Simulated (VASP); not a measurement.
# Sn in VASP: a series of runs, part 2 of 2

VASP 6.6.1. Earlier steps stand in the parts before.

**3. Single point, RPBE (atoms moved at random)**

Contents of INCAR:

```
PREC     = Accurate       # precision mode
ENCUT    = 520            # plane-wave cutoff, eV
EDIFF    = 1E-7           # SCF threshold, eV
ISMEAR   = -1             # smearing method
SIGMA    = 0.15           # smearing width, eV
LREAL    = False          # projectors in reciprocal space
LASPH    = True           # aspherical terms in the spheres
NELM     = 100            # most SCF steps
ALGO     = Normal         # electronic algorithm
ISIF     = 2              # what is computed and relaxed
LWAVE    = False          # write WAVECAR
LCHARG   = False          # write CHGCAR
GGA      = RP             # functional
NBANDS   = 21             # bands
```

Contents of KPOINTS:

```
Automatic mesh
0
Gamma
  7 7 5
```

Contents of POSCAR:

```
Sn
1.0
   -2.9401404553      2.9401404553      1.5993019889
    2.9401404553     -2.9401404553      1.5993019889
    2.9401404553      2.9401404553     -1.5993019889
Sn
2
Direct
    0.0065830835      0.0069229259      0.0039621731
    0.7582439165      0.2575800741      0.5040298269
```

Potentials or basis: VASP PAW PBE potentials, release 64 (Sn_d).

Launch:

```
cat potpaw_PBE.64/Sn_d/POTCAR > POTCAR
mpirun -np 1 vasp_std > vasp.out
```

It took 6.8 min on 1 thread of AMD EPYC 7R43 (Zen 3), shared host; peak memory 0.23 GiB.

Results (log left out):

- Free energy: -6.8956 eV
- Pressure: 2.8 GPa
- Largest force: 0.013 eV/Å
- Band gap on the k mesh: zero (bands 14 and 15 overlap by 3.18 eV)

Forces on the atoms (eV/Å):
```
Sn   0.010 -0.009  0.001
Sn  -0.010  0.009 -0.001
```

Stress tensor (GPa, compression positive):
```
 2.84 -0.30  0.16
-0.30  2.78  0.16
 0.16  0.16  2.86
```

Levels at points of the mesh, in eV from the Fermi level:
| k point | band 12 | band 13 | band 14 | band 15 | band 16 | band 17 |
| --- | --- | --- | --- | --- | --- | --- |
| (0.00, 0.00, 0.00) | -3.60 | -1.88 | -1.88 | 3.02 | 6.20 | 6.21 |

Caveat: the cell differs from its parent crystal (atoms moved at random); the PAW data sets were made with another functional, which shifts forces and pressure a little; spin-orbit coupling is left out, which moves the levels of the heavy elements.

**4. Single point, PBEsol**

Contents of INCAR:

```
ALGO     = Normal         # electronic algorithm
EDIFF    = 1E-6           # SCF threshold, eV
ENCUT    = 520            # plane-wave cutoff, eV
GGA      = PS             # functional
ISIF     = 2              # what is computed and relaxed
ISMEAR   = -1             # smearing method
LASPH    = T              # aspherical terms in the spheres
LCHARG   = T              # write CHGCAR
LELF     = T              # ELF
LREAL    = F              # projectors in reciprocal space
LVHAR    = T            
LWAVE    = F              # write WAVECAR
NBANDS   = 21             # bands
NELM     = 60             # most SCF steps
PREC     = Accurate       # precision mode
SIGMA    = 0.05           # smearing width, eV
```

Contents of KPOINTS:

```
k-points
0
Gamma
  7 7 7
```

Contents of POSCAR:

```
Sn
1.0
   -2.9401404553      2.9401404553      1.5993019889
    2.9401404553     -2.9401404553      1.5993019889
    2.9401404553      2.9401404553     -1.5993019889
Sn
2
Direct
    0.0000000000      0.0000000000      0.0000000000
    0.7500000000      0.2500000000      0.5000000000
```

Launch:

```
cat potpaw_PBE.64/Sn_d/POTCAR > POTCAR
mpirun -np 1 vasp_std > vasp.out
```

It took 75 s on 1 thread of Intel Xeon 8259CL, shared host; peak memory 0.21 GiB.

It converged, with:

| Item | Value |
| --- | --- |
| Free energy | -8.5449 eV |
| Pressure | -1.7 GPa |
| Band gap on the k mesh | zero (bands 14 and 15 overlap by 3.39 eV) |

Stress tensor (GPa, compression positive):
```
-1.87  0.00  0.00
 0.00 -1.87  0.00
 0.00  0.00 -1.24
```

Levels at points of the mesh, in eV from the Fermi level:
| k point | band 10 | band 11 | band 12 | band 13 | band 14 | band 15 | band 16 | band 17 | band 18 | band 19 |
| --- | --- | --- | --- | --- | --- | --- | --- | --- | --- | --- |
| (0.00, 0.00, 0.00) | -20.99 | -10.95 | -3.66 | -1.87 | -1.87 | 3.04 | 6.17 | 6.17 | 6.80 | 6.89 |

Caveat: the PAW data sets were made with another functional, which shifts forces and pressure a little; spin-orbit coupling is left out, which moves the levels of the heavy elements.

**5. Single point, PBEsol**

This run uses another cell than the first one, of 20.39 Å³/atom.

Contents of INCAR:

```
PREC = Accurate
ENCUT = 520
EDIFF = 1E-6
ISMEAR = -1
SIGMA = 0.05
LREAL = F
LASPH = T
NELM = 80
ALGO = Normal
ISIF = 2
LWAVE = F
LCHARG = F
GGA = PS
NBANDS = 21
```

Contents of KPOINTS:

```
regular mesh
0
Gamma
  9 9 9
```

Contents of POSCAR:

```
Sn
1.0
   -2.6618675664      2.6618675664      1.4386891008
    2.6618675664     -2.6618675664      1.4386891008
    2.6618675664      2.6618675664     -1.4386891008
Sn
2
Direct
    0.0000000000      0.0000000000      0.0000000000
    0.7500000000      0.2500000000      0.5000000000
```

Potentials or basis: VASP PAW PBE potentials, release 64 (Sn_d).

Launch:

```
cat potpaw_PBE.64/Sn_d/POTCAR > POTCAR
mpirun -np 1 vasp_std > vasp.out
```

OUTCAR:

```text
PREC = Accurate
   ENCUT = 520
   EDIFF = 1E-6
   ISMEAR = -1
   LREAL = F
   LASPH = T
   NELM = 80
   ISIF = 2
   GGA = PS

 ion  position               nearest neighbor table
   1  0.000  0.000  0.000-   2 2.76   2 2.76   2 2.76   2 2.76   2 3.43   2 3.43   2 3.43   2 3.43

   2  0.750  0.250  0.500-   1 2.76   1 2.76   1 2.76   1 2.76   1 3.43   1 3.43   1 3.43   1 3.43

  LATTYP: Found a body centered tetragonal cell.
 ALAT       =     5.3237351328
 C/A-ratio  =     0.5404810964

  Lattice vectors:

 A1 = (  -2.6618675664,   2.6618675664,   1.4386891008)
 A2 = (   2.6618675664,  -2.6618675664,   1.4386891008)
 A3 = (   2.6618675664,   2.6618675664,  -1.4386891008)

Analysis of symmetry for initial positions (statically):
=====================================================================
 Subroutine PRICEL returns:
 Original cell was already a primitive cell.

 Routine SETGRP: Setting up the symmetry group for a
 body centered tetragonal supercell.

 Subroutine GETGRP returns: Found 16 space group operations
[... 161 lines left out ...]
  ext. energy  EPLUGINS =         0.00000000
  ---------------------------------------------------
  free energy    TOTEN  =        -7.58173396 eV

  energy without entropy =       -7.57498400  energy(sigma->0) =       -7.57835898

 E-fermi :  11.9554     XC(G=0): -11.8735

 val. band max:       11.9322371696   @ k =   0.3333   0.3333  -0.0000
 cond. band min:      11.9645459161   @ k =   0.4444   0.4444  -0.0000
 fundamental gap:      0.0323087465
 Fermi energy:        11.9553922317

 k-point     1 :       0.0000    0.0000    0.0000
  band No.  band energies     occupation
      1     -10.3379      2.00000
      2     -10.1516      2.00000
      3     -10.1068      2.00000
      4     -10.0641      2.00000
      5      -9.6713      2.00000
      6      -9.6713      2.00000
[... 565 lines left out ...]
     20      24.3858      0.00000
     21      25.4657      0.00000

 [... further k-points ...]

------------------------ aborting loop because EDIFF is reached ----------------------------------------

  FORCE on cell =-STRESS in cart. coord.  units (eV):
  Direction    XX          YY          ZZ          XY          YZ          ZX
  --------------------------------------------------------------------------------------
  -------------------------------------------------------------------------------------
  Total        7.6166965      7.6166965      7.6443802      0.0000000     -0.0000000      0.0000000
  in kB      299.2797954    299.2797954    300.3675613      0.0000000     -0.0000000      0.0000000
  external PRESSURE =     299.6423840 kB  Pullay stress =       0.0000000 kB

 VOLUME and BASIS-vectors are now :
 -----------------------------------------------------------------------------
  energy-cutoff  :      520.00
  volume of cell :       40.78
      direct lattice vectors                 reciprocal lattice vectors
    -2.661867566  2.661867566  1.438689101     0.000000000  0.187838045  0.347538603
     2.661867566 -2.661867566  1.438689101     0.187838045  0.000000000  0.347538603
     2.661867566  2.661867566 -1.438689101     0.187838045  0.187838045  0.000000000

 POSITION                                       TOTAL-FORCE (eV/Angst)
 -----------------------------------------------------------------------------------
      0.00000      0.00000      0.00000        -0.000000      0.000000      0.000000
     -0.00000      2.66187      0.71934         0.000000     -0.000000     -0.000000
 -----------------------------------------------------------------------------------
    total drift:                                0.000000     -0.000000      0.000000

  FREE ENERGIE OF THE ION-ELECTRON SYSTEM (eV)
  ---------------------------------------------------
  free  energy   TOTEN  =        -7.5817339628 eV

  energy  without entropy=       -7.5749840016  energy(sigma->0) =       -7.57835898
```

stdout:

```text
POSCAR found type information on POSCAR Sn
 POSCAR found :  1 types and       2 ions
 scaLAPACK will be used
 -----------------------------------------------------------------------------
|                                                                             |
|                                                                             |
|     You enforced a specific xc type in the INCAR file but a different       |
|     I HOPE YOU KNOW WHAT YOU ARE DOING!                                     |
|                                                                             |
 -----------------------------------------------------------------------------

 LDA part: xc-table for (Slater+PW92), standard interpolation
 POSCAR, INCAR and KPOINTS ok, starting setup
 FFT: planning ... GRIDC
 FFT: planning ... GRID_SOFT
 FFT: planning ... GRID
 WAVECAR not read
 entering main loop
```

It took 78 s on 1 thread of Intel Xeon 8259CL, shared host; peak memory 0.2 GiB.

Results:

- Free energy: -7.5817 eV
- Pressure: 30.0 GPa
- Band gap on the k mesh: zero (bands 14 and 15 overlap by 5.92 eV)

Stress tensor (GPa, compression positive):
```
29.93  0.00  0.00
 0.00 29.93  0.00
 0.00  0.00 30.04
```

Caveat: the cell stands under pressure; the PAW data sets were made with another functional, which shifts forces and pressure a little; spin-orbit coupling is left out, which moves the levels of the heavy elements.

**6. Overview**

```csv
task,level,cell,k mesh,cutoff (eV),smearing,gap on the mesh (eV),pressure (GPa)
relaxation of cell and atoms,revPBE+D4,"relaxed from a = 4.455 Å, angles 97.4, 97.4, 137.9°, 2 atoms",9 × 9 × 9,600,fermi-dirac 0.05 eV,none,0.0
single point,RPBE,"a = 4.455 Å, angles 97.4, 97.4, 137.9°, 2 atoms",7 × 7 × 5,520,fermi-dirac 0.15 eV,none,2.8
single point,PBEsol,"a = 4.455 Å, angles 97.4, 97.4, 137.9°, 2 atoms",7 × 7 × 7,520,fermi-dirac 0.05 eV,none,-1.7
single point,PBEsol,"a = 4.030 Å, angles 97.3, 97.3, 138.2°, 2 atoms",9 × 9 × 9,520,fermi-dirac 0.05 eV,none,30.0
```

Some of these runs hold the atoms at other places in the same cell, which the table doesn't show; runs alike in all that it shows share one row.

Alike in all rows: potentials or basis VASP PAW PBE potentials, release 64 (Sn_d); no spin polarisation.

Caveats: the PAW data sets were made with another functional, which shifts forces and pressure a little; spin-orbit coupling is left out, which moves the levels of the heavy elements; the cell stands under pressure (at least some runs).

Total energies depend on the potentials used, so only differences within one code and one set of settings carry meaning.
